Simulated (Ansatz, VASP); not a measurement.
**SiGe3Ru2 in VASP and in Ansatz**

INCAR

```
SYSTEM = SiGe3Ru2
ALGO = Normal ; EDIFF = 1E-6
EDIFFG = -0.04 ; ENCUT = 600
GGA = PE ; IBRION = 2
ISIF = 3 ; ISMEAR = 0
LASPH = .TRUE. ; LCHARG = .FALSE.
LREAL = .FALSE. ; LWAVE = .FALSE.
NELM = 80 ; NSW = 90
PREC = Accurate ; SIGMA = 0.1
```

Contents of KPOINTS:

```
k-points
0
G
  3 3 6
  0 0 0
```

File POSCAR:

```
SiGe3Ru2
1.0
    5.8731342000      0.0000000000      0.0000000000
   -2.9365671000      5.0862834100      0.0000000000
    0.0000000000      0.0000000000      3.2462515200
Si Ge Ru
1 3 2
Direct
    0.0000000000      0.0000000000      0.0000000000
    0.5000000000      0.0000000000      0.5000000000
    0.5000000000      0.5000000000      0.5000000000
    0.0000000000      0.5000000000      0.5000000000
    0.3333333300      0.6666666700      0.0000000000
    0.6666666700      0.3333333300      0.0000000000
```

Input for Ansatz:

```yaml
crystal:
  lattice:
    - [5.8731342, 0.0, 0.0]
    - [-2.9365671, 5.08628341, 0.0]
    - [0.0, 0.0, 3.24625152]
  atoms:
    - { symbol: Si, position: [0.0, 0.0, 0.0] }
    - { symbol: Ge, position: [0.5, 0.0, 0.5] }
    - { symbol: Ge, position: [0.5, 0.5, 0.5] }
    - { symbol: Ge, position: [0.0, 0.5, 0.5] }
    - { symbol: Ru, position: [0.33333333, 0.66666667, 0.0] }
    - { symbol: Ru, position: [0.66666667, 0.33333333, 0.0] }
basis:
  ecutwfc: 420
kpoints:
  mp_grid: { grid: [3, 3, 6] }
hamiltonian:
  xc: pbe
scf:
  occupations: { method: gaussian, width: 0.1 }
  lower_state_search: "off"
output:
  forces: true
  stress: true
  eigenvalues: true
relax:
  adjacent_minimum: "off"
  f_tol: 0.04
  max_steps: 70
  cell: { stress_tol: 0.4 }
```

Change from the starting cell: species swapped into the ErB2Ru3 type (P6/mmm, No. 191).

Alike in both runs: task relaxation of cell and atoms; functional PBE; k mesh 3 × 3 × 6; occupations gaussian, width 0.1 eV; no spin polarisation.

```csv
,VASP,Ansatz
version,VASP 6.6.1,Ansatz 0.2.0
potentials or method,"VASP PAW PBE potentials, release 64 (Si, Ge_d, Ru_pv), cutoff 600 eV","scalar-relativistic, plane waves, PAW"
valence electrons in the cell,74,78
```

VASP gave:

- gap on the k mesh at the Fermi level, each at its own relaxed structure (eV): none
- relaxed volume (Å³/atom): 17.31
- relaxed length of the cell vector where the two differ most in proportion (Å): 3.896

**Question.** Estimate Ansatz's values.

**Answer.** gap on the k mesh at the Fermi level, each at its own relaxed structure (eV): none; relaxed volume (Å³/atom): 17.30; relaxed length of the cell vector where the two differ most in proportion (Å): 3.902.

A gap of «none» marks a metal or a gap that the smearing closes. VASP's potentials hold 74 valence electrons a cell and Ansatz's 78, so a difference there can come from the potentials and not from the codes.

The k mesh is coarse, so the values compare programs but aren't converged.
